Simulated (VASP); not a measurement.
# BiRh (P6_3/mmc) in VASP: further runs

Runs on BiRh. Level: LDA. Tasks: single point.

Program: VASP 6.6.1. These are calculated values, not measurements. Logs are shortened: lines on timing, memory, paths and dates and some standing lists are left out, and cuts for length are marked.

## Step 1: The cell of the first run

It takes space group P6_3/mmc (No. 194, hexagonal). Conventional cell: a = 4.039 Å, b = 4.039 Å, c = 5.586 Å, α = 90.00°, β = 90.00°, γ = 120.00°. Within 3.7 Å of Bi (site symmetry -6m2) lie 6 Rh at 2.72 Å and 6 Bi at 3.64 Å. Within 3.6 Å of Rh (site symmetry -3m) lie 6 Bi at 2.72 Å and 2 Rh at 2.79 Å.

## Step 2: Single point, LDA (19.73 Å³/atom)

Input file INCAR:

```
SYSTEM = BiRh
ALGO = Normal ; EDIFF = 1E-6
ENCUT = 520 ; ISIF = 2
ISMEAR = -1 ; LASPH = .TRUE.
LCHARG = .FALSE. ; LREAL = .FALSE.
LWAVE = .FALSE. ; NBANDS = 38
NELM = 100 ; PREC = Accurate
SIGMA = 0.03
```

Input file KPOINTS:

```
k-points
0
G
  12 12 7
  0 0 0
```

Input file POSCAR:

```
BiRh
1.0
    4.0386697459      0.0000000000      0.0000000000
   -2.0193348729      3.4975905974      0.0000000000
    0.0000000000      0.0000000000      5.5864635908
Bi Rh
2 2
Direct
    0.3333333333      0.6666666667      0.2500000000
    0.6666666667      0.3333333333      0.7500000000
    0.0000000000      0.0000000000      0.0000000000
    0.0000000000      0.0000000000      0.5000000000
```

Potentials or basis: VASP PAW LDA potentials, release 64 (Bi_d, Rh_pv).

The run is started by

```bash
$ cat potpaw_LDA.64/Bi_d/POTCAR potpaw_LDA.64/Rh_pv/POTCAR > POTCAR
$ mpirun -np 1 vasp_std > vasp.out
```

OUTCAR:

```text
SYSTEM = BiRh
   EDIFF = 1E-6
   ENCUT = 520
   ISIF = 2
   ISMEAR = -1
   LASPH = .TRUE.
   LREAL = .FALSE.
   NELM = 100
   PREC = Accurate

 ion  position               nearest neighbor table
   1  0.333  0.667  0.250-   3 2.72   4 2.72   3 2.72   4 2.72   3 2.72   4 2.72   2 3.64   2 3.64
                             2 3.64   2 3.64   2 3.64   2 3.64
   2  0.667  0.333  0.750-   3 2.72   4 2.72   3 2.72   4 2.72   3 2.72   4 2.72   1 3.64   1 3.64
                             1 3.64   1 3.64   1 3.64   1 3.64
   3  0.000  0.000  0.000-   1 2.72   2 2.72   1 2.72   2 2.72   2 2.72   1 2.72   4 2.79   4 2.79

   4  0.000  0.000  0.500-   1 2.72   2 2.72   1 2.72   2 2.72   2 2.72   1 2.72   3 2.79   3 2.79

  LATTYP: Found a hexagonal cell.
 ALAT       =     4.0386697459
 C/A-ratio  =     1.3832434792

  Lattice vectors:

 A1 = (   4.0386697459,   0.0000000000,   0.0000000000)
 A2 = (  -2.0193348729,   3.4975905974,   0.0000000000)
 A3 = (   0.0000000000,   0.0000000000,   5.5864635908)

Analysis of symmetry for initial positions (statically):
=====================================================================
 Subroutine PRICEL returns:
 Original cell was already a primitive cell.

 Routine SETGRP: Setting up the symmetry group for a
 hexagonal supercell.

 Subroutine GETGRP returns: Found 24 space group operations
 (whereof 12 operations were pure point group operations)
 out of a pool of 24 trial point group operations.

The static configuration has the point symmetry D_3d.
 The point group associated with its full space group is D_6h.

Analysis of symmetry for dynamics (positions and initial velocities):
=====================================================================
 Subroutine PRICEL returns:
 Original cell was already a primitive cell.

 Routine SETGRP: Setting up the symmetry group for a
 hexagonal supercell.

 Subroutine GETGRP returns: Found 24 space group operations
 (whereof 12 operations were pure point group operations)
 out of a pool of 24 trial point group operations.

The dynamic configuration has the point symmetry D_3d.
 The point group associated with its full space group is D_6h.

 Subroutine INISYM returns: Found 24 space group operations
 (whereof 12 operations are pure point group operations),
 and found     1 'primitive' translations

----------------------------------------------------------------------------------------

                                     Primitive cell

  volume of cell :      78.9122

  direct lattice vectors                    reciprocal lattice vectors
     4.038669746  0.000000000  0.000000000     0.247606282  0.142955554  0.000000000
    -2.019334873  3.497590597  0.000000000     0.000000000  0.285911107  0.000000000
[... 94 lines left out ...]
   NFREE  =      0    steps in history (QN), initial steepest desc. (CG)
   ISIF   =      2    stress and relaxation
   ISYM   =      2    0-nonsym 1-usesym 2-fastsym
   POTIM  = 0.5000    time-step for ionic-motion
   TEBEG  =    0.0;   TEEND  =   0.0 temperature during run
   PSTRESS=    0.0 pullay stress
   NELECT =      60.0000    total number of electrons
   NUPDOWN=      -1.0000    fix difference up-down
   EMIN   =  10.00;   EMAX   =-10.00  energy-range for DOS
   EFERMI =   0.00;   METHOD = LEGACY
   ISMEAR =    -1;   SIGMA  =   0.03  broadening in eV -4-tet -1-fermi 0-gaus
   EFERMI_NEDOS =   21; number of points for ismear=-14 and -15
   IALGO  =     38    algorithm
   IMIX   =      4    mixing-type and parameters
     AMIX     =   0.40;   BMIX     =  1.00
     AMIX_MAG =   1.60;   BMIX_MAG =  1.00
  volume/ion in A,a.u.               =      19.73       133.13
  Fermi-wavevector in a.u.,A,eV,Ry     =   1.494206  2.823640 30.377070  2.232652
  Thomas-Fermi vector in A             =   2.606508
   LORBIT       =      0    0 simple, 1 ext, 2 COOP (PROOUT), +10 PAW based schemes
   GGA     = CA    functional components
   LHFCALC =     F    Hartree Fock is set to
   AEXX    =    0.0000 exact exchange contribution
   IVDW    =     0    specifies the selected vdW correction
   LEPSILON=     F    determine dielectric tensor
   LRPA    =     F    only Hartree local field effects (RPA)
 non-spin polarized calculation
  energy-cutoff  :      520.00
  volume of cell :       78.91
 maximum number of plane-waves:      2145
   NGX = 15   NGY = 15   NGZ = 21

 number of electron      59.9999994 magnetization

 Free energy of the ion-electron system (eV)
  ---------------------------------------------------
  ext. energy  EPLUGINS =         0.00000000
  ---------------------------------------------------
  free energy    TOTEN  =       -27.18012572 eV

  energy without entropy =      -27.17171984  energy(sigma->0) =      -27.17592278

 E-fermi :  10.4232     XC(G=0): -12.3640

 val. band max:       10.4167818563   @ k =   0.1667   0.1667   0.2857
 cond. band min:      10.4294086102   @ k =   0.3333   0.0833   0.2857
 fundamental gap:      0.0126267539
 Fermi energy:        10.4232480696

 k-point     1 :       0.0000    0.0000    0.0000
  band No.  band energies     occupation
      1     -35.6720      2.00000
      2     -35.4487      2.00000
      3     -35.4487      2.00000
      4     -35.4190      2.00000
      5     -35.4190      2.00000
      6     -35.3854      2.00000
[... 973 lines left out ...]
     37      18.4224      0.00000
     38      18.7211      0.00000

 [... further k-points ...]

------------------------ aborting loop because EDIFF is reached ----------------------------------------

  FORCE on cell =-STRESS in cart. coord.  units (eV):
  Direction    XX          YY          ZZ          XY          YZ          ZX
  --------------------------------------------------------------------------------------
  -------------------------------------------------------------------------------------
  Total        1.9224437      1.9224437      1.4430358      0.0000000      0.0000000      0.0000000
  in kB       39.0319217     39.0319217     29.2983652      0.0000000      0.0000000      0.0000000
  external PRESSURE =      35.7874029 kB  Pullay stress =       0.0000000 kB

 VOLUME and BASIS-vectors are now :
 -----------------------------------------------------------------------------
  energy-cutoff  :      520.00
  volume of cell :       78.91
      direct lattice vectors                 reciprocal lattice vectors
     4.038669746  0.000000000  0.000000000     0.247606282  0.142955554  0.000000000
    -2.019334873  3.497590597  0.000000000     0.000000000  0.285911107  0.000000000
     0.000000000  0.000000000  5.586463591     0.000000000  0.000000000  0.179004120

 POSITION                                       TOTAL-FORCE (eV/Angst)
 -----------------------------------------------------------------------------------
     -0.00000      2.33173      1.39662         0.000000      0.000000      0.000000
      2.01933      1.16586      4.18985        -0.000000      0.000000      0.000000
      0.00000      0.00000      0.00000        -0.000000      0.000000      0.000000
      0.00000      0.00000      2.79323        -0.000000      0.000000      0.000000
 -----------------------------------------------------------------------------------
    total drift:                               -0.000000      0.000000      0.000000

  FREE ENERGIE OF THE ION-ELECTRON SYSTEM (eV)
  ---------------------------------------------------
  free  energy   TOTEN  =       -27.1801257171 eV

  energy  without entropy=      -27.1717198414  energy(sigma->0) =      -27.17592278
```

OSZICAR:

```text
N       E                     dE             d eps       ncg     rms          rms(c)
DAV:   1     0.796019874824E+03    0.79602E+03   -0.33372E+04  5840   0.207E+03
DAV:   2     0.451086357500E+02   -0.75091E+03   -0.73089E+03  5846   0.613E+02
DAV:   3    -0.246646404752E+02   -0.69773E+02   -0.67460E+02  6434   0.190E+02
DAV:   4    -0.274830545737E+02   -0.28184E+01   -0.28005E+01  6584   0.388E+01
DAV:   5    -0.276070125455E+02   -0.12396E+00   -0.12393E+00  8066   0.822E+00    0.101E+01
DAV:   6    -0.272839712611E+02    0.32304E+00   -0.37901E-01  7070   0.557E+00    0.521E+00
DAV:   7    -0.271888216624E+02    0.95150E-01   -0.21076E-01  7148   0.381E+00    0.115E+00
DAV:   8    -0.271817459314E+02    0.70757E-02   -0.39045E-02  6360   0.153E+00    0.294E-01
DAV:   9    -0.271801581027E+02    0.15878E-02   -0.85002E-03  6968   0.912E-01    0.600E-02
DAV:  10    -0.271801277097E+02    0.30393E-04   -0.37757E-04  7118   0.202E-01    0.273E-02
DAV:  11    -0.271801256018E+02    0.21078E-05   -0.33688E-05  7968   0.467E-02    0.461E-03
DAV:  12    -0.271801257171E+02   -0.11530E-06   -0.25104E-06  5106   0.124E-02
   1 F= -.27180126E+02 E0= -.27175923E+02  d E =-.840588E-02
```

stdout:

```text
POSCAR found type information on POSCAR BiRh
 POSCAR found :  2 types and       4 ions
 scaLAPACK will be used
 LDA part: xc-table for (Slater(with rela. corr.)+CA(PZ))
 , standard interpolation
 POSCAR, INCAR and KPOINTS ok, starting setup
 FFT: planning ... GRIDC
 FFT: planning ... GRID_SOFT
 FFT: planning ... GRID
 WAVECAR not read
 entering main loop
```

Run time: 87 s. Hardware: 1 thread of AMD EPYC 9R45 (Zen 5), shared host; peak memory 0.26 GiB.

Results:

- Free energy: -27.1801 eV
- Pressure: 3.6 GPa
- Band gap on the k mesh: zero (bands 30 and 31 overlap by 2.72 eV)

Stress tensor (GPa, compression positive):
```
3.90 0.00 0.00
0.00 3.90 0.00
0.00 0.00 2.93
```

Levels at points of the mesh, in eV from the Fermi level:
```
           k point  band 26  band 27  band 28  band 29  band 30  band 31  band 32  band 33  band 34  band 35
(0.00, 0.00, 0.00)    -2.15    -1.09    -1.09     1.38     1.38     1.43     3.42     3.43     4.78     4.78
(0.50, 0.00, 0.00)    -1.96    -1.94    -1.76    -1.28    -1.07    -1.01     0.16     3.01     5.35     5.54
```

Caveat: the cell stands under pressure; spin-orbit coupling is left out, which moves the levels of the heavy elements.

(Continued in part 2 of 2.)
